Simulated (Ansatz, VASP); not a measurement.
## GaC in VASP and in Ansatz

```
CELL_PARAMETERS angstrom
3.41657 0.00000 0.00000
-1.70828 2.95883 0.00000
0.00000 0.00000 5.47151
ATOMIC_POSITIONS crystal
Ga 0.33333 0.66667 0.00000
Ga 0.66667 0.33333 0.50000
C 0.33333 0.66667 0.38210
C 0.66667 0.33333 0.88210
```

Alike in both runs: task relaxation of cell and atoms; functional PBE; k mesh 6 × 6 × 4; occupations gaussian, width 0.1 eV; no spin polarisation.

```csv
,VASP,Ansatz
version,VASP 6.6.1,Ansatz 0.2.0
potentials or method,"VASP PAW PBE potentials, release 64 (Ga_d, C), cutoff 600 eV","scalar-relativistic, plane waves, PAW"
valence electrons in the cell,34,34
```

Ansatz gave:

- gap on the k mesh at the Fermi level, each at its own relaxed structure (eV): none
- relaxed volume (Å³/atom): 12.93
- relaxed cell length with the largest relative difference (Å): 5.599

**Question.** Which values does VASP return?

**Answer.** gap on the k mesh at the Fermi level, each at its own relaxed structure (eV): none; relaxed volume (Å³/atom): 12.94; relaxed cell length with the largest relative difference (Å): 5.607.

A gap of «none» marks a metal or a gap that the smearing closes.
